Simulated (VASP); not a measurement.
# TiSi2 (Fddd) in VASP: notebook

Runs on TiSi2. Level: PBEsol. Tasks: electric field gradients.

All numbers are computed with VASP 6.6.1; they aren't measurements. Logs are shortened: lines on timing, memory, paths and dates and some standing lists are left out, and cuts for length are marked.

### Step 1. The cell of the first run

The structure is orthorhombic, space group Fddd (No. 70). The conventional cell has a = 4.741 Å, b = 8.181 Å, c = 8.466 Å, α = 90.00°, β = 90.00°, γ = 90.00°. Ti (site symmetry 222) has 10 Si at 2.52 to 2.74 Å and 4 Ti at 3.17 Å within 3.3 Å. Si (site symmetry 2) has 5 Ti at 2.52 to 2.74 Å and 9 Si at 2.52 to 3.17 Å within 3.3 Å.

### Step 2. Electric field gradients, PBEsol (volume scaled by 0.98)

File INCAR:

```
SYSTEM = TiSi2
  PREC = Accurate
  ENCUT = 520
  EDIFF = 1E-8
  ISMEAR = -1
  SIGMA = 0.08
  LREAL = .False.
  LASPH = .True.
  NELM = 60
  ALGO = Normal
  ISIF = 2
  LWAVE = .False.
  LCHARG = .False.
  GGA = PS
  LEFG = .True.
  NBANDS = 29
```

File KPOINTS:

```
Automatic mesh
0
Gamma
  8 8 8
  0 0 0
```

File POSCAR:

```
TiSi2
1.0
    0.0000000000      4.0903615834      4.2328984671
    2.3704827389      0.0000000000      4.2328984671
    2.3704827389      4.0903615834      0.0000000000
Ti Si
2 4
Direct
    0.7500000000      0.7500000000      0.7500000000
    0.5000000000      0.5000000000      0.5000000000
    0.0830000000      0.4170000000      0.0830000000
    0.4170000000      0.0830000000      0.4170000000
    0.1670000000      0.8330000000      0.1670000000
    0.8330000000      0.1670000000      0.8330000000
```

Potentials or basis: VASP PAW PBE potentials, release 64 (Ti_sv, Si).

Command:

```console
> cat potpaw_PBE.64/Ti_sv/POTCAR potpaw_PBE.64/Si/POTCAR > POTCAR
> mpirun -np 1 vasp_std > vasp.out
```

OUTCAR:

```text
SYSTEM = TiSi2
   PREC = Accurate
   ENCUT = 520
   EDIFF = 1E-8
   ISMEAR = -1
   LREAL = .False.
   LASPH = .True.
   NELM = 60
   ISIF = 2
   GGA = PS

 ion  position               nearest neighbor table
   1  0.750  0.750  0.750-   6 2.52   5 2.52   6 2.52   5 2.52   3 2.72   4 2.72   4 2.74   4 2.74
                             3 2.74   3 2.74
   2  0.500  0.500  0.500-   3 2.52   4 2.52   3 2.52   4 2.52   5 2.72   6 2.72   5 2.74   5 2.74
                             6 2.74   6 2.74
   3  0.083  0.417  0.083-   2 2.52   2 2.52   5 2.52   5 2.52   1 2.72   4 2.73   4 2.73   4 2.73
                             1 2.74   1 2.74
   4  0.417  0.083  0.417-   2 2.52   2 2.52   6 2.52   6 2.52   1 2.72   3 2.73   3 2.73   3 2.73
                             1 2.74   1 2.74
   5  0.167  0.833  0.167-   1 2.52   1 2.52   3 2.52   3 2.52   2 2.72   6 2.73   6 2.73   6 2.73
                             2 2.74   2 2.74
   6  0.833  0.167  0.833-   1 2.52   1 2.52   4 2.52   4 2.52   2 2.72   5 2.73   5 2.73   5 2.73
                             2 2.74   2 2.74

  LATTYP: Found a face centered orthorhombic cell.
 ALAT       =     4.7409654778
 B/A-ratio  =     1.7255394930
 C/A-ratio  =     1.7856693903

  Lattice vectors:

 A1 = (   0.0000000000,   4.0903615834,   4.2328984671)
 A2 = (   2.3704827389,   0.0000000000,   4.2328984671)
 A3 = (   2.3704827389,   4.0903615834,   0.0000000000)

Analysis of symmetry for initial positions (statically):
=====================================================================
 Subroutine PRICEL returns:
 Original cell was already a primitive cell.

 Routine SETGRP: Setting up the symmetry group for a
 face centered orthorhombic supercell.

 Subroutine GETGRP returns: Found  8 space group operations
 (whereof  4 operations were pure point group operations)
 out of a pool of  8 trial point group operations.

The static configuration has the point symmetry D_2 .
 The point group associated with its full space group is D_2h.

Analysis of symmetry for dynamics (positions and initial velocities):
=====================================================================
 Subroutine PRICEL returns:
 Original cell was already a primitive cell.

 Routine SETGRP: Setting up the symmetry group for a
 face centered orthorhombic supercell.

 Subroutine GETGRP returns: Found  8 space group operations
 (whereof  4 operations were pure point group operations)
 out of a pool of  8 trial point group operations.

The dynamic configuration has the point symmetry D_2 .
 The point group associated with its full space group is D_2h.

 Subroutine INISYM returns: Found  8 space group operations
 (whereof  4 operations are pure point group operations),
 and found     1 'primitive' translations

----------------------------------------------------------------------------------------

                                     Primitive cell

  volume of cell :      82.0855

  direct lattice vectors                    reciprocal lattice vectors
     0.000000000  4.090361583  4.232898467    -0.210927501  0.122238582  0.118122370
     2.370482739  0.000000000  4.232898467     0.210927501 -0.122238582  0.118122370
     2.370482739  4.090361583  0.000000000     0.210927501  0.122238582 -0.118122370

  length of vectors
     5.886296570  4.851455230  4.727604710     0.270897722  0.270897722  0.270897722

  position of ions in fractional coordinates (direct lattice)
     0.750000000  0.750000000  0.750000000
     0.500000000  0.500000000  0.500000000
     0.083000000  0.417000000  0.083000000
     0.417000000  0.083000000  0.417000000
     0.167000000  0.833000000  0.167000000
     0.833000000  0.167000000  0.833000000

  ion indices of the primitive-cell ions
   primitive index   ion index
                 1           1
                 2           2
                 3           3
                 4           4
                 5           5
                 6           6

----------------------------------------------------------------------------------------

 KPOINTS: Automatic mesh

Automatic generation of k-mesh.
 Grid dimensions read from file:
 generate k-points for:    8    8    8

 Generating k-lattice:

  Cartesian coordinates                     Fractional coordinates (reciprocal lattice)
    -0.026365938  0.015279823  0.014765296     0.125000000  0.000000000  0.000000000
     0.026365938 -0.015279823  0.014765296     0.000000000  0.125000000  0.000000000
     0.026365938  0.015279823 -0.014765296    -0.000000000 -0.000000000  0.125000000

  Length of vectors
     0.033862215  0.033862215  0.033862215

  Shift w.r.t. Gamma in fractional coordinates (k-lattice)
     0.000000000  0.000000000  0.000000000

 Subroutine IBZKPT returns following result:
 ===========================================

 Found     95 irreducible k-points:

 Following reciprocal coordinates:
            Coordinates               Weight
  0.000000  0.000000  0.000000      1.000000
  0.125000  0.000000  0.000000      8.000000
  0.250000  0.000000  0.000000      8.000000
  0.375000  0.000000  0.000000      8.000000
  0.500000  0.000000  0.000000      4.000000
  0.125000  0.125000  0.000000      2.000000
[... 16 lines left out ...]
  0.250000  0.000000  0.125000      8.000000
  0.375000  0.000000  0.125000      8.000000
 [... further k-points ...]
   k-points           NKPTS =     95   k-points in BZ     NKDIM =     95   number of bands    NBANDS=     29
   number of dos      NEDOS =    301   number of ions     NIONS =      6
   total plane-waves  NPLWV =  62208
   dimension x,y,z NGX =    48 NGY =   36 NGZ =   36
   dimension x,y,z NGXF=    96 NGYF=   72 NGZF=   72
   ions per type =               2   4
   NGX,Y,Z   is equivalent  to a cutoff of  13.56, 12.34, 12.66 a.u.
   NGXF,Y,Z  is equivalent  to a cutoff of  27.11, 24.67, 25.32 a.u.
 SYSTEM =  TiSi2
   PREC   = accura    normal or accurate (medium, high low for compatibility)
   ISTART =      0    job   : 0-new  1-cont  2-samecut
   ICHARG =      2    charge: 1-file 2-atom 10-const
   ISPIN  =      1    spin polarized calculation?
   LNONCOLLINEAR =      F non collinear calculations
   LSORBIT =      F    spin-orbit coupling
   LASPH  =      T    aspherical Exc in radial PAW
   ENCUT  =  520.0 eV  38.22 Ry    6.18 a.u.  10.94  9.02  8.79*2*pi/ulx,y,z
   NELM   =     60;   NELMIN=  2; NELMDL= -5     # of ELM steps
   EDIFF  = 0.1E-07   stopping-criterion for ELM
   LREAL  =      F    real-space projection
   EDIFFG = 0.1E-06   stopping-criterion for IOM
   NSW    =      0    number of steps for IOM
   IBRION =     -1    ionic relax: 0-MD 1-quasi-New 2-CG
   NFREE  =      0    steps in history (QN), initial steepest desc. (CG)
   ISIF   =      2    stress and relaxation
   ISYM   =      2    0-nonsym 1-usesym 2-fastsym
   POTIM  = 0.5000    time-step for ionic-motion
   TEBEG  =    0.0;   TEEND  =   0.0 temperature during run
   PSTRESS=    0.0 pullay stress
   NELECT =      40.0000    total number of electrons
   NUPDOWN=      -1.0000    fix difference up-down
   EMIN   =  10.00;   EMAX   =-10.00  energy-range for DOS
   EFERMI =   0.00;   METHOD = LEGACY
   ISMEAR =    -1;   SIGMA  =   0.08  broadening in eV -4-tet -1-fermi 0-gaus
   EFERMI_NEDOS =   21; number of points for ismear=-14 and -15
   IALGO  =     38    algorithm
   IMIX   =      4    mixing-type and parameters
     AMIX     =   0.40;   BMIX     =  1.00
     AMIX_MAG =   1.60;   BMIX_MAG =  1.00
  volume/ion in A,a.u.               =      13.68        92.32
  Fermi-wavevector in a.u.,A,eV,Ry     =   1.288267  2.434473 22.580679  1.659633
  Thomas-Fermi vector in A             =   2.420232
   LORBIT       =      0    0 simple, 1 ext, 2 COOP (PROOUT), +10 PAW based schemes
   GGA     = PS    functional components
   LHFCALC =     F    Hartree Fock is set to
   AEXX    =    0.0000 exact exchange contribution
   IVDW    =     0    specifies the selected vdW correction
   LEPSILON=     F    determine dielectric tensor
   LRPA    =     F    only Hartree local field effects (RPA)
 non-spin polarized calculation
  energy-cutoff  :      520.00
  volume of cell :       82.09
 maximum number of plane-waves:      2228
 NGX is ok and might be reduce to    48
   NGX = 21   NGY = 19   NGZ = 17

 number of electron      40.0000004 magnetization

 Free energy of the ion-electron system (eV)
  ---------------------------------------------------
  ext. energy  EPLUGINS =         0.00000000
  ---------------------------------------------------
  free energy    TOTEN  =       -43.69208010 eV

  energy without entropy =      -43.64973992  energy(sigma->0) =      -43.67091001

 E-fermi :  10.3754     XC(G=0): -11.9199

 val. band max:       10.3732140546   @ k =   0.3750   0.0000   0.3750
 cond. band min:      10.3810951940   @ k =  -0.1250   0.1250   0.1250
 fundamental gap:      0.0078811394
 Fermi energy:        10.3753769470

 k-point     1 :       0.0000    0.0000    0.0000
  band No.  band energies     occupation
      1     -45.5621      2.00000
      2     -45.5295      2.00000
      3     -22.0735      2.00000
      4     -22.0471      2.00000
      5     -21.9697      2.00000
      6     -21.9535      2.00000
[... 21 lines left out ...]
     28      14.2385      0.00000
     29      14.3630      0.00000

 k-point     2 :       0.1250    0.0000    0.0000
  band No.  band energies     occupation
      1     -45.5611      2.00000
      2     -45.5304      2.00000
      3     -22.0727      2.00000
      4     -22.0468      2.00000
      5     -21.9740      2.00000
      6     -21.9535      2.00000
[... 696 lines left out ...]
 k-point    24 :       0.3750    0.0000    0.1250
  band No.  band energies     occupation
      1     -45.5556      2.00000
      2     -45.5357      2.00000
      3     -22.0710      2.00000
      4     -22.0286      2.00000
      5     -22.0061      2.00000
      6     -21.9467      2.00000
[... 21 lines left out ...]
     28      14.4292      0.00000
     29      14.7685      0.00000

 [... further k-points ...]
[... 5 lines left out ...]
  --------------------------------------------------------------------------------------
  -------------------------------------------------------------------------------------
  Total        1.0458116      0.3444728      0.9203079      0.0000000      0.0000000      0.0000000
  in kB       20.4125711      6.7235582     17.9629381      0.0000000      0.0000000      0.0000000
  external PRESSURE =      15.0330225 kB  Pullay stress =       0.0000000 kB

 VOLUME and BASIS-vectors are now :
 -----------------------------------------------------------------------------
  energy-cutoff  :      520.00
  volume of cell :       82.09
      direct lattice vectors                 reciprocal lattice vectors
     0.000000000  4.090361583  4.232898467    -0.210927501  0.122238582  0.118122370
     2.370482739  0.000000000  4.232898467     0.210927501 -0.122238582  0.118122370
     2.370482739  4.090361583  0.000000000     0.210927501  0.122238582 -0.118122370

 POSITION                                       TOTAL-FORCE (eV/Angst)
 -----------------------------------------------------------------------------------
      3.55572      6.13554      6.34935         0.000000      0.000000      0.000000
      2.37048      4.09036      4.23290        -0.000000     -0.000000     -0.000000
      1.18524      0.67900      2.11645         0.000000      0.178004     -0.000000
      1.18524      3.41136      2.11645         0.000000     -0.178004     -0.000000
      2.37048      1.36618      4.23290         0.000000     -0.178004     -0.000000
      2.37048      6.81454      4.23290         0.000000      0.178004     -0.000000
 -----------------------------------------------------------------------------------
    total drift:                               -0.000000     -0.000000      0.000000

  FREE ENERGIE OF THE ION-ELECTRON SYSTEM (eV)
  ---------------------------------------------------
  free  energy   TOTEN  =       -43.6920801035 eV

  energy  without entropy=      -43.6497399223  energy(sigma->0) =      -43.67091001

 Electric field gradients (V/A^2)
---------------------------------------------------------------------
 ion       V_xx      V_yy      V_zz      V_xy      V_xz      V_yz
---------------------------------------------------------------------
   1      -2.657    10.062    -7.405    -0.002    -0.000     0.000
   2      -2.657    10.062    -7.405    -0.002    -0.000     0.000
   3       1.234    13.132   -14.366    -0.000    26.915     0.000
   4       1.234    13.132   -14.366    -0.000   -26.915    -0.000
   5       1.234    13.132   -14.366    -0.000    26.915     0.000
   6       1.234    13.132   -14.366    -0.000   -26.915    -0.000
---------------------------------------------------------------------

 Electric field gradients after diagonalization (V/A^2)
 (convention: |V_zz| > |V_xx| > |V_yy|)
----------------------------------------------------------------------
 ion       V_xx      V_yy      V_zz     asymmetry (V_yy - V_xx)/ V_zz
----------------------------------------------------------------------
   1      -7.405    -2.657    10.062       0.472
   2      -7.405    -2.657    10.062       0.472
   3      21.457    13.132   -34.589       0.241
   4      21.457    13.132   -34.589       0.241
   5      21.457    13.132   -34.589       0.241
   6      21.457    13.132   -34.589       0.241
----------------------------------------------------------------------

           NMR quadrupolar parameters

 Cq : quadrupolar parameter    Cq=e*Q*V_zz/h
 eta: asymmetry parameters     (V_yy - V_xx)/ V_zz
 Q  : nuclear electric quadrupole moment in mb (millibarn)
----------------------------------------------------------------------
 ion       Cq(MHz)       eta       Q (mb)
----------------------------------------------------------------------
   1       0.024       0.472       1.000
   2       0.024       0.472       1.000
   3      -0.084       0.241       1.000
   4      -0.084       0.241       1.000
   5      -0.084       0.241       1.000
   6      -0.084       0.241       1.000
----------------------------------------------------------------------
```

Run time: 4.2 min. Hardware: 1 thread of Intel Xeon Platinum 8488C (Sapphire Rapids), shared host; peak memory 0.36 GiB.

What came out:

| Item | Value |
| --- | --- |
| Free energy | -43.6921 eV |
| Pressure | 1.5 GPa |
| Largest force | 0.178 eV/Å |
| Band gap on the k mesh | zero (band 20 reaches 11.09 eV, above the bottom of band 21 at 9.20 eV) |

Forces in eV/Å, atoms in the order of the input:
```
Ti   0.000  0.000  0.000
Ti   0.000  0.000  0.000
Si   0.000  0.178  0.000
Si   0.000 -0.178  0.000
Si   0.000 -0.178  0.000
Si   0.000  0.178  0.000
```

Electric field gradients, principal values (V/Å²):
| atom | least | middle | greatest (by size) |
| --- | --- | --- | --- |
| 1 Ti | -2.657 | -7.405 | 10.062 |
| 2 Ti | -2.657 | -7.405 | 10.062 |
| 3 Si | 13.132 | 21.457 | -34.589 |
| 4 Si | 13.132 | 21.457 | -34.589 |
| 5 Si | 13.132 | 21.457 | -34.589 |
| 6 Si | 13.132 | 21.457 | -34.589 |

Caveat: without QUAD_EFG the Cq values of the log hold for a quadrupole moment of 1 mb, not for the nuclei; the PAW data sets were made with another functional, which shifts forces and pressure a little.

[end of part 1 of 3]
